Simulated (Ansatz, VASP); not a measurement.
# Two plane-wave programs on Ti

```
CELL_PARAMETERS angstrom
0.00000 2.05515 2.02432
2.05515 0.00000 2.02432
2.05515 2.05515 0.00000
ATOMIC_POSITIONS crystal
Ti 0.00000 0.00000 0.00000
```

Change from the starting cell: strain -0.0150 x Voigt [0, 0, 1, 0, 0, 0], atoms carried along.

Alike in both runs: task single point; functional r2SCAN; k mesh 26 × 26 × 26; occupations gaussian, width 0.15 eV; no spin polarisation.

```csv
,VASP,Ansatz
version,VASP 6.6.1,Ansatz 0.2.0
potentials or method,"VASP PAW PBE potentials, release 64 (Ti_sv), cutoff 520 eV","scalar-relativistic, plane waves, PAW"
valence electrons in the cell,12,12
```

|  | VASP | Ansatz | Ansatz less VASP |
| --- | --- | --- | --- |
| gap on the k mesh at the Fermi level (eV) | none | none | - |
| pressure (GPa) | 2.2 | 1.8 | -0.41 |
| traceless stress, the component that is largest in VASP (GPa) | 0.34 | 0.34 | -0.003 |

VASP's potentials were made for PBE, not for r2SCAN. A gap of «none» marks a metal or a gap that the smearing closes. With one functional, cell and mesh, what is left measures potentials, basis and numerics.
